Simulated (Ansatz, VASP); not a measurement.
Sc2S: VASP beside Ansatz

The input INCAR:

```
  ALGO = Normal
  EDIFF = 1E-8
  ENCUT = 520
  GGA = PE
  ISIF = 2
  ISMEAR = -1
  LASPH = True
  LCHARG = False
  LEFG = True
  LREAL = False
  LWAVE = False
  NBANDS = 21
  NELM = 80
  PREC = Accurate
  SIGMA = 0.05
```

File KPOINTS:

```
k-points
0
Gamma
  12 12 12
```

File POSCAR:

```
Sc2S
1.0
    1.7813853103     -1.0284832884      5.6374756894
    0.0000000000      2.0569665768      5.6374756894
   -1.7813853103     -1.0284832884      5.6374756894
S Sc
1 2
Direct
    0.0000000000      0.0000000000      0.0000000000
    0.2458163790      0.2458163790      0.2458163790
    0.7541836210      0.7541836210      0.7541836210
```

Input for Ansatz:

```yaml
crystal:
  lattice:
    - [1.7813853103, -1.0284832884, 5.6374756894]
    - [0.0, 2.0569665768, 5.6374756894]
    - [-1.7813853103, -1.0284832884, 5.6374756894]
  atoms:
    - { symbol: S, position: [0.0, 0.0, 0.0] }
    - { symbol: Sc, position: [0.245816379, 0.245816379, 0.245816379] }
    - { symbol: Sc, position: [0.754183621, 0.754183621, 0.754183621] }
kpoints:
  mp_grid: { grid: [12, 12, 12] }
scf:
  occupations: { method: fermi_dirac, width: 0.05 }
hamiltonian:
  xc: pbe
  pseudopotentials: { kind: paw }
output:
  forces: true
  stress: true
  eigenvalues: true
  efg: { contact_densities: true }
  populations: true
  bader: true
  dos: { projected: true, de: 0.2, e_range: [-14, 8] }
  write_density: true
  write_potential: true
  elf: true
  volumetric_format: npy
```

Alike in both runs: task electric field gradients; functional PBE; k mesh 12 × 12 × 12; occupations fermi-dirac, width 0.05 eV; no spin polarisation.

|  | VASP | Ansatz |
| --- | --- | --- |
| version | VASP 6.6.1 | Ansatz 0.2.0 |
| potentials or method | VASP PAW PBE potentials, release 64 (S, Sc_sv) | PAW with Ansatz's default frozen-core files, scalar-relativistic |
| plane-wave cutoff (eV) | 520 | 420 |
| valence electrons in the cell | 28 | 28 |

```tsv
	VASP	Ansatz	Ansatz less VASP
pressure (GPa)	0.2	0.0	-0.21
rms of the force components (eV/Å)	0.017	0.002	-0.0151
size of Vzz on the site where it differs most (V/Å²)	6.6	5.7	-0.86
```

Atom by atom the forces differ by 0.015 eV/Å (rms over components). With one functional, cell and mesh, what is left measures potentials, basis and numerics.
